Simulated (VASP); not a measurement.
# Rh (Fm-3m) in VASP: single point with revPBE

Aim: the single point of Rh with revPBE.

Program: VASP 6.6.1. These are calculated values, not measurements. Logs are shortened: lines on timing, memory, paths and dates and some standing lists are left out, and cuts for length are marked.

## Step 1: The cell of the first run

It takes space group Fm-3m (No. 225, cubic). The conventional cell has a = 3.847 Å, b = 3.847 Å, c = 3.847 Å, α = 90.00°, β = 90.00°, γ = 90.00°. Rh (site symmetry m-3m) has 12 Rh at 2.72 Å within 3.6 Å.

## Step 2: Single point, revPBE, collinear spin, ferromagnetic start

File INCAR:

```
SYSTEM = Rh
PREC = Accurate
ENCUT = 500
EDIFF = 1E-6
ISMEAR = -1
SIGMA = 0.1
LREAL = .FALSE.
LASPH = .TRUE.
NELM = 200
ALGO = Normal
ISIF = 2
LWAVE = .FALSE.
LCHARG = .FALSE.
ISPIN = 2
MAGMOM = 1
LORBIT = 11
LMAXMIX = 4
GGA = RE
NBANDS = 18
GGA_COMPAT = .FALSE.
```

File KPOINTS:

```
regular mesh
0
G
  7 7 7
  0 0 0
```

File POSCAR:

```
Rh
1.0
    0.0000000000      1.9236023118      1.9236023118
    1.9236023118      0.0000000000      1.9236023118
    1.9236023118      1.9236023118      0.0000000000
Rh
1
Direct
    0.0000000000      0.0000000000      0.0000000000
```

Potentials or basis: VASP PAW PBE potentials, release 64 (Rh_pv).

Launch:

```
$ cat potpaw_PBE.64/Rh_pv/POTCAR > POTCAR
$ mpirun -np 1 vasp_std > vasp.out
```

OUTCAR:

```text
SYSTEM = Rh
   PREC = Accurate
   ENCUT = 500
   EDIFF = 1E-6
   ISMEAR = -1
   LREAL = .FALSE.
   LASPH = .TRUE.
   NELM = 200
   ISIF = 2
   ISPIN = 2
   LORBIT = 11
   GGA = RE

 ion  position               nearest neighbor table
   1  0.000  0.000  0.000-

  LATTYP: Found a face centered cubic cell.
 ALAT       =     3.8472046236

  Lattice vectors:

 A1 = (   0.0000000000,   1.9236023118,   1.9236023118)
 A2 = (   1.9236023118,   0.0000000000,   1.9236023118)
 A3 = (   1.9236023118,   1.9236023118,   0.0000000000)

Analysis of symmetry for initial positions (statically):
=====================================================================
 Subroutine PRICEL returns:
 Original cell was already a primitive cell.

 Routine SETGRP: Setting up the symmetry group for a
 face centered cubic supercell.

 Subroutine GETGRP returns: Found 48 space group operations
 (whereof 48 operations were pure point group operations)
 out of a pool of 48 trial point group operations.

The static configuration has the point symmetry O_h .

Analysis of symmetry for dynamics (positions and initial velocities):
=====================================================================
 Subroutine PRICEL returns:
 Original cell was already a primitive cell.

 Routine SETGRP: Setting up the symmetry group for a
 face centered cubic supercell.

 Subroutine GETGRP returns: Found 48 space group operations
 (whereof 48 operations were pure point group operations)
 out of a pool of 48 trial point group operations.

The dynamic configuration has the point symmetry O_h .

Analysis of structural, dynamic, and magnetic symmetry:
=====================================================================
 Subroutine PRICEL returns:
 Original cell was already a primitive cell.

 Routine SETGRP: Setting up the symmetry group for a
 face centered cubic supercell.

 Subroutine GETGRP returns: Found 48 space group operations
 (whereof 48 operations were pure point group operations)
 out of a pool of 48 trial point group operations.

The overall configuration has the point symmetry O_h .

 Subroutine INISYM returns: Found 48 space group operations
 (whereof 48 operations are pure point group operations),
 and found     1 'primitive' translations

----------------------------------------------------------------------------------------

                                     Primitive cell

  volume of cell :      14.2356

  direct lattice vectors                    reciprocal lattice vectors
     0.000000000  1.923602312  1.923602312    -0.259928987  0.259928987  0.259928987
     1.923602312  0.000000000  1.923602312     0.259928987 -0.259928987  0.259928987
     1.923602312  1.923602312  0.000000000     0.259928987  0.259928987 -0.259928987

  length of vectors
     2.720384478  2.720384478  2.720384478     0.450210212  0.450210212  0.450210212

  position of ions in fractional coordinates (direct lattice)
     0.000000000  0.000000000  0.000000000

  ion indices of the primitive-cell ions
   primitive index   ion index
                 1           1

----------------------------------------------------------------------------------------

 KPOINTS: regular mesh

Automatic generation of k-mesh.
 Grid dimensions read from file:
 generate k-points for:    7    7    7

 Generating k-lattice:

  Cartesian coordinates                     Fractional coordinates (reciprocal lattice)
    -0.037132712  0.037132712  0.037132712     0.142857143  0.000000000  0.000000000
     0.037132712 -0.037132712  0.037132712     0.000000000  0.142857143  0.000000000
     0.037132712  0.037132712 -0.037132712     0.000000000  0.000000000  0.142857143

  Length of vectors
     0.064315745  0.064315745  0.064315745

  Shift w.r.t. Gamma in fractional coordinates (k-lattice)
     0.000000000  0.000000000  0.000000000

 Subroutine IBZKPT returns following result:
 ===========================================

 Found     20 irreducible k-points:

 Following reciprocal coordinates:
            Coordinates               Weight
  0.000000  0.000000  0.000000      1.000000
  0.142857  0.000000  0.000000      8.000000
  0.285714  0.000000  0.000000      8.000000
  0.428571  0.000000  0.000000      8.000000
  0.142857  0.142857  0.000000      6.000000
  0.285714  0.142857  0.000000     24.000000
[... 12 lines left out ...]
 -0.428571  0.428571  0.142857     24.000000
 -0.285714  0.428571  0.142857     24.000000
   k-points           NKPTS =     20   k-points in BZ     NKDIM =     20   number of bands    NBANDS=     18
   number of dos      NEDOS =    301   number of ions     NIONS =      1
   total plane-waves  NPLWV =   8000
   dimension x,y,z NGX =    20 NGY =   20 NGZ =   20
   dimension x,y,z NGXF=    40 NGYF=   40 NGZF=   40
   ions per type =               1
   NGX,Y,Z   is equivalent  to a cutoff of  12.22, 12.22, 12.22 a.u.
   NGXF,Y,Z  is equivalent  to a cutoff of  24.44, 24.44, 24.44 a.u.
 SYSTEM =  Rh
   PREC   = accura    normal or accurate (medium, high low for compatibility)
   ISTART =      0    job   : 0-new  1-cont  2-samecut
   ICHARG =      2    charge: 1-file 2-atom 10-const
   ISPIN  =      2    spin polarized calculation?
   LNONCOLLINEAR =      F non collinear calculations
   LSORBIT =      F    spin-orbit coupling
   LASPH  =      T    aspherical Exc in radial PAW
   ENCUT  =  500.0 eV  36.75 Ry    6.06 a.u.   4.96  4.96  4.96*2*pi/ulx,y,z
   NELM   =    200;   NELMIN=  2; NELMDL= -5     # of ELM steps
   EDIFF  = 0.1E-05   stopping-criterion for ELM
   LREAL  =      F    real-space projection
   EDIFFG = 0.1E-04   stopping-criterion for IOM
   NSW    =      0    number of steps for IOM
   IBRION =     -1    ionic relax: 0-MD 1-quasi-New 2-CG
   NFREE  =      0    steps in history (QN), initial steepest desc. (CG)
   ISIF   =      2    stress and relaxation
   ISYM   =      2    0-nonsym 1-usesym 2-fastsym
   POTIM  = 0.5000    time-step for ionic-motion
   TEBEG  =    0.0;   TEEND  =   0.0 temperature during run
   PSTRESS=    0.0 pullay stress
   NELECT =      15.0000    total number of electrons
   NUPDOWN=      -1.0000    fix difference up-down
   EMIN   =  10.00;   EMAX   =-10.00  energy-range for DOS
   EFERMI =   0.00;   METHOD = LEGACY
   ISMEAR =    -1;   SIGMA  =   0.10  broadening in eV -4-tet -1-fermi 0-gaus
   EFERMI_NEDOS =   21; number of points for ismear=-14 and -15
   IALGO  =     38    algorithm
   IMIX   =      4    mixing-type and parameters
     AMIX     =   0.40;   BMIX     =  1.00
     AMIX_MAG =   1.60;   BMIX_MAG =  1.00
  volume/ion in A,a.u.               =      14.24        96.07
  Fermi-wavevector in a.u.,A,eV,Ry     =   1.665891  3.148078 37.758799  2.775193
  Thomas-Fermi vector in A             =   2.752182
   LORBIT       =     11    0 simple, 1 ext, 2 COOP (PROOUT), +10 PAW based schemes
   GGA     = RE    functional components
   LHFCALC =     F    Hartree Fock is set to
   AEXX    =    0.0000 exact exchange contribution
   IVDW    =     0    specifies the selected vdW correction
   LEPSILON=     F    determine dielectric tensor
   LRPA    =     F    only Hartree local field effects (RPA)
 spin polarized calculation
  energy-cutoff  :      500.00
  volume of cell :       14.24
 maximum number of plane-waves:       369
   NGX =  9   NGY =  9   NGZ =  9

 number of electron      14.9999999 magnetization      -0.0044343

 number of electron      14.9999999 magnetization       0.0000861

 Free energy of the ion-electron system (eV)
  ---------------------------------------------------
  ext. energy  EPLUGINS =         0.00000000
  ---------------------------------------------------
  free energy    TOTEN  =        -6.82454708 eV

  energy without entropy =       -6.78836898  energy(sigma->0) =       -6.80645803

 E-fermi :  11.3531     XC(G=0): -13.7354

 val. band max:       11.2416266427   @ k =   0.2857   0.2857   0.0000
 cond. band min:      11.3765898282   @ k =  -0.4286   0.4286   0.0000
 fundamental gap:      0.1349631855
 Fermi energy:        11.3531403225

 spin component 1

 k-point     1 :       0.0000    0.0000    0.0000
  band No.  band energies     occupation
      1     -34.9824      1.00000
      2     -34.9824      1.00000
      3     -34.9824      1.00000
      4       3.6614      1.00000
      5       8.4270      1.00000
      6       8.4270      1.00000
[... 10 lines left out ...]
     17      43.0407      0.00000
     18      43.0407      0.00000

 k-point     2 :       0.1429    0.0000    0.0000
  band No.  band energies     occupation
      1     -35.1075      1.00000
      2     -34.9995      1.00000
      3     -34.9995      1.00000
      4       4.4092      1.00000
      5       8.1628      1.00000
      6       8.6766      1.00000
[... 10 lines left out ...]
     17      40.7758      0.00000
     18      43.1217      0.00000

 k-point     3 :       0.2857    0.0000    0.0000
  band No.  band energies     occupation
      1     -35.3831      1.00000
      2     -35.0378      1.00000
      3     -35.0378      1.00000
      4       5.5947      1.00000
      5       8.6817      1.00000
      6       8.7122      1.00000
[... 10 lines left out ...]
     17      37.4392      0.00000
     18      48.1470      0.00000

 k-point     4 :       0.4286    0.0000    0.0000
  band No.  band energies     occupation
      1     -35.5988      1.00000
      2     -35.0682      1.00000
      3     -35.0682      1.00000
      4       5.5611      1.00000
      5       8.4084      1.00000
      6       8.4084      1.00000
[... 290 lines left out ...]
      3     -35.1353      1.00000
      4       6.8108      1.00000
      5       7.3447      1.00000
      6       8.2983      1.00000
[... 10 lines left out ...]
     17      44.1108      0.00000
     18      46.6146      0.00000

 k-point    19 :      -0.4286    0.4286    0.1429
  band No.  band energies     occupation
      1     -35.5140      1.00000
      2     -35.2793      1.00000
      3     -35.2053      1.00000
      4       6.1662      1.00000
      5       6.4662      1.00000
      6       9.3607      1.00000
[... 10 lines left out ...]
     17      46.3238      0.00000
     18      46.5215      0.00000

 k-point    20 :      -0.2857    0.4286    0.1429
  band No.  band energies     occupation
      1     -35.4343      1.00000
      2     -35.3951      1.00000
      3     -35.1948      1.00000
      4       6.6014      1.00000
      5       7.2665      1.00000
      6       8.3080      1.00000
[... 10 lines left out ...]
     17      44.3974      0.00000
     18      47.1182      0.00000
 Fermi energy:        11.3531403225

 spin component 2

 k-point     1 :       0.0000    0.0000    0.0000
  band No.  band energies     occupation
      1     -34.9829      1.00000
      2     -34.9829      1.00000
      3     -34.9829      1.00000
      4       3.6616      1.00000
      5       8.4273      1.00000
      6       8.4273      1.00000
[... 10 lines left out ...]
     17      43.0404      0.00000
     18      43.0404      0.00000

 k-point     2 :       0.1429    0.0000    0.0000
  band No.  band energies     occupation
      1     -35.1081      1.00000
      2     -35.0000      1.00000
      3     -35.0000      1.00000
      4       4.4095      1.00000
      5       8.1630      1.00000
      6       8.6768      1.00000
[... 10 lines left out ...]
     17      40.7758      0.00000
     18      43.1224      0.00000

 k-point     3 :       0.2857    0.0000    0.0000
  band No.  band energies     occupation
      1     -35.3837      1.00000
      2     -35.0383      1.00000
      3     -35.0383      1.00000
      4       5.5949      1.00000
      5       8.6819      1.00000
      6       8.7123      1.00000
[... 10 lines left out ...]
     17      37.4397      0.00000
     18      48.1468      0.00000

 k-point     4 :       0.4286    0.0000    0.0000
  band No.  band energies     occupation
      1     -35.5993      1.00000
      2     -35.0688      1.00000
      3     -35.0688      1.00000
      4       5.5614      1.00000
      5       8.4085      1.00000
      6       8.4085      1.00000
[... 291 lines left out ...]
      4       6.8110      1.00000
      5       7.3448      1.00000
      6       8.2985      1.00000
[... 10 lines left out ...]
     17      44.1111      0.00000
     18      46.6149      0.00000

 k-point    19 :      -0.4286    0.4286    0.1429
  band No.  band energies     occupation
      1     -35.5145      1.00000
      2     -35.2798      1.00000
      3     -35.2058      1.00000
      4       6.1663      1.00000
      5       6.4664      1.00000
      6       9.3609      1.00000
[... 10 lines left out ...]
     17      46.3240      0.00000
     18      46.5217      0.00000

 k-point    20 :      -0.2857    0.4286    0.1429
  band No.  band energies     occupation
      1     -35.4348      1.00000
      2     -35.3956      1.00000
      3     -35.1953      1.00000
      4       6.6015      1.00000
      5       7.2667      1.00000
      6       8.3082      1.00000
[... 10 lines left out ...]
     17      44.3977      0.00000
     18      47.1185      0.00000

------------------------ aborting loop because EDIFF is reached ----------------------------------------

  FORCE on cell =-STRESS in cart. coord.  units (eV):
  Direction    XX          YY          ZZ          XY          YZ          ZX
  --------------------------------------------------------------------------------------
  -------------------------------------------------------------------------------------
  Total       -0.0586744     -0.0586744     -0.0586744     -0.0000000     -0.0000000     -0.0000000
  in kB       -6.6036422     -6.6036422     -6.6036422     -0.0000000     -0.0000000     -0.0000000
  external PRESSURE =      -6.6036422 kB  Pullay stress =       0.0000000 kB

 VOLUME and BASIS-vectors are now :
 -----------------------------------------------------------------------------
  energy-cutoff  :      500.00
  volume of cell :       14.24
      direct lattice vectors                 reciprocal lattice vectors
     0.000000000  1.923602312  1.923602312    -0.259928987  0.259928987  0.259928987
     1.923602312  0.000000000  1.923602312     0.259928987 -0.259928987  0.259928987
     1.923602312  1.923602312  0.000000000     0.259928987  0.259928987 -0.259928987

 POSITION                                       TOTAL-FORCE (eV/Angst)
 -----------------------------------------------------------------------------------
      0.00000      0.00000      0.00000         0.000000      0.000000      0.000000
 -----------------------------------------------------------------------------------
    total drift:                               -0.000000     -0.000000     -0.000000

  FREE ENERGIE OF THE ION-ELECTRON SYSTEM (eV)
  ---------------------------------------------------
  free  energy   TOTEN  =        -6.8245470804 eV

  energy  without entropy=       -6.7883689826  energy(sigma->0) =       -6.80645803

 total charge

# of ion       s       p       d       tot
------------------------------------------
    1        0.402   6.275   7.055  13.733

 magnetization (x)

# of ion       s       p       d       tot
------------------------------------------
    1       -0.000   0.000   0.000   0.000
```

Wall time 6.6 s (1 thread of AMD EPYC 7R13 (Zen 3), shared host); peak memory 0.1 GiB.

Results:

```yaml
Free_energy: -6.8245 eV
Pressure: -0.7 GPa
Net_moment: 0.00 μB per cell
Valence_electrons_inside_the_program's_atomic_spheres: Rh 13.73
```

Levels at points of the mesh, in eV from the Fermi level:
Spin up:
| k point | band 3 | band 4 | band 5 | band 6 | band 7 | band 8 | band 9 | band 10 | band 11 | band 12 |
| --- | --- | --- | --- | --- | --- | --- | --- | --- | --- | --- |
| (0.00, 0.00, 0.00) | -46.34 | -7.69 | -2.93 | -2.93 | -2.93 | -0.96 | -0.96 | 16.00 | 20.67 | 21.29 |
Spin down:
| k point | band 5 | band 6 | band 7 | band 8 | band 9 | band 10 |
| --- | --- | --- | --- | --- | --- | --- |
| (0.00, 0.00, 0.00) | -2.93 | -2.93 | -2.93 | -0.96 | -0.96 | 16.00 |

Caveat: the k points lie up to 0.40 Å⁻¹ apart; an empty level that is flat over the whole mesh can mark a ghost state of the potentials, or a narrow d or f band; the PAW data sets were made with another functional, which shifts forces and pressure a little.
